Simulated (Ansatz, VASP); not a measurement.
# One calculation of Al2BiBr, two programs

```
Al Bi Br
1.0
     4.27001    0.00000    0.00000
     0.00000    4.27001    0.00000
     0.00000    0.00000    6.02981
Al Bi Br
2 1 1
Cartesian
  2.1350 0.0000 4.4474
  0.0000 2.1350 1.5824
  0.0000 0.0000 3.0149
  2.1350 2.1350 0.0000
```

Change from the starting cell: species swapped into the Mg2SeS type (P-4m2, No. 115).

Alike in both runs: task relaxation of cell and atoms; functional PBE; k mesh 4 × 4 × 4; occupations gaussian, width 0.1 eV; no spin polarisation.

|  | VASP | Ansatz |
| --- | --- | --- |
| version | VASP 6.6.1 | Ansatz 0.2.0 |
| potentials or method | VASP PAW PBE potentials, release 64 (Al, Bi_d, Br), cutoff 600 eV | scalar-relativistic, plane waves, PAW |
| valence electrons in the cell | 28 | 28 |

VASP gave:

* gap on the k mesh at the Fermi level, each at its own relaxed structure (eV): none
* relaxed volume (Å³/atom): 25.86
* relaxed length of the cell vector where the two differ most in proportion (Å): 3.402

Question: Estimate Ansatz's values.

Answer: gap on the k mesh at the Fermi level, each at its own relaxed structure (eV): none; relaxed volume (Å³/atom): 36.55; relaxed length of the cell vector where the two differ most in proportion (Å): 6.526.

A gap of «none» marks a metal or a gap that the smearing closes. One of these differences is far larger than is usual between the two programs; its cause wasn't traced.

The k mesh is coarse, so the values compare programs but aren't converged. Spin-orbit coupling is off throughout.
